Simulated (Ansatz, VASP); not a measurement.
One calculation of MgRh, two programs

```xyz
2
Lattice="3.0992 0.0000 0.0000 0.0000 3.0992 0.0000 0.0000 0.0000 3.0992" Properties=species:S:1:pos:R:3 pbc="T T T"
Mg    0.0000    0.0000    0.0000
Rh    1.5496    1.5496    1.5496
```

Alike in both runs: task single point; functional PBEsol; k mesh 12 × 12 × 12; occupations fermi-dirac, width 0.05 eV; no spin polarisation.

```csv
,VASP,Ansatz
version,VASP 6.6.1,Ansatz 0.2.0
potentials or method,"VASP PAW PBE potentials, release 64 (Mg, Rh_pv), cutoff 520 eV","all-electron LAPW, scalar-relativistic"
```

|  | VASP | Ansatz | Ansatz less VASP |
| --- | --- | --- | --- |
| pressure (GPa) | -1.9 | -2.0 | -0.08 |

VASP's potentials were made for PBE, not for PBEsol. Ansatz ran all-electron here, and VASP with PAW potentials.
